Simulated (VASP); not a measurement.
A run of VASP 6.6.1 is set up as follows.

The input INCAR:

```
PREC     = Accurate       # precision mode
ENCUT    = 520            # plane-wave cutoff, eV
EDIFF    = 1E-6           # SCF threshold, eV
ISMEAR   = 0              # smearing method
SIGMA    = 0.1            # smearing width, eV
LREAL    = F              # projectors in reciprocal space
LASPH    = T              # aspherical terms in the spheres
NELM     = 100            # most SCF steps
ALGO     = Normal         # electronic algorithm
ISIF     = 2              # what is computed and relaxed
LWAVE    = F              # write WAVECAR
LCHARG   = F              # write CHGCAR
GGA      = PS             # functional
NBANDS   = 43             # bands
```

File KPOINTS:

```
regular mesh
0
Gamma
  8 8 8
```

File POSCAR:

```
Pb2O
1.0
    5.1555677662      0.0000000000      0.0000000000
    0.0000000000      5.1555677662      0.0000000000
    0.0000000000      0.0000000000      5.1555677662
Pb O
4 2
Direct
    0.2500000000      0.2500000000      0.2500000000
    0.7500000000      0.7500000000      0.2500000000
    0.2500000000      0.7500000000      0.7500000000
    0.7500000000      0.2500000000      0.7500000000
    0.0000000000      0.0000000000      0.0000000000
    0.5000000000      0.5000000000      0.5000000000
```

Potentials or basis: VASP PAW PBE potentials, release 64 (Pb_d, O).

Command:

```console
$ cat potpaw_PBE.64/Pb_d/POTCAR potpaw_PBE.64/O/POTCAR > POTCAR
$ mpirun -np 1 vasp_std > vasp.out
```

**Question.** What does it give for the band gap on the k mesh?

**Answer.** Zero (bands 34 and 35 overlap by 0.88 eV).

**Question.** What does it give for the pressure?

**Answer.** 9.2 GPa.

Caveat: the cell stands under pressure; the PAW data sets were made with another functional, which shifts forces and pressure a little; spin-orbit coupling is left out, which moves the levels of the heavy elements.
